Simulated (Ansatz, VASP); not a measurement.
# Ti3O7: VASP beside Ansatz

```
O Ti
1.0
     2.93899    0.00000    0.00000
     0.00000    6.49300    0.00000
     0.00000    0.00000   25.44645
O Ti
14 6
Direct
  0.00000 0.50000 0.29932
  0.00000 0.00000 0.32427
  0.50000 0.30177 0.37236
  0.50000 0.69823 0.37236
  0.00000 0.00000 0.42379
  0.00000 0.50000 0.45077
  0.50000 0.80328 0.50000
  0.50000 0.19672 0.50000
  0.00000 0.50000 0.54923
  0.00000 0.00000 0.57621
  0.50000 0.30177 0.62764
  0.50000 0.69823 0.62764
  0.00000 0.00000 0.67574
  0.00000 0.50000 0.70068
  0.00000 0.50000 0.36801
  0.50000 0.00000 0.36696
  0.00000 0.00000 0.50000
  0.50000 0.50000 0.50000
  0.00000 0.50000 0.63199
  0.50000 0.00000 0.63304
```

Alike in both runs: functional PBEsol; k mesh 9 × 4 × 1; occupations gaussian, width 0.05 eV; no spin polarisation.

Ansatz relaxed the structure, and its values are those at the end. VASP's run is a single point on that final structure, the one shown.

|  | VASP | Ansatz |
| --- | --- | --- |
| version | VASP 6.6.1 | Ansatz 0.2.0 |
| potentials or method | VASP PAW PBE potentials, release 64 (O, Ti_sv), cutoff 520 eV | scalar-relativistic, plane waves, PAW |
| valence electrons in the cell | 156 | 156 |

VASP gave:

| Item | Value |
| --- | --- |
| gap on the k mesh at the Fermi level (eV) | none |
| rms of the force components (eV/Å) | 0.046 |

Problem. Estimate Ansatz's values.

Solution. gap on the k mesh at the Fermi level (eV): none; rms of the force components (eV/Å): 0.004.

VASP's potentials were made for PBE, not for PBEsol. A gap of «none» marks a metal or a gap that the smearing closes. With one functional, cell and mesh, what is left measures potentials, basis and numerics. Ansatz's warnings: xc potential rough in thin density.
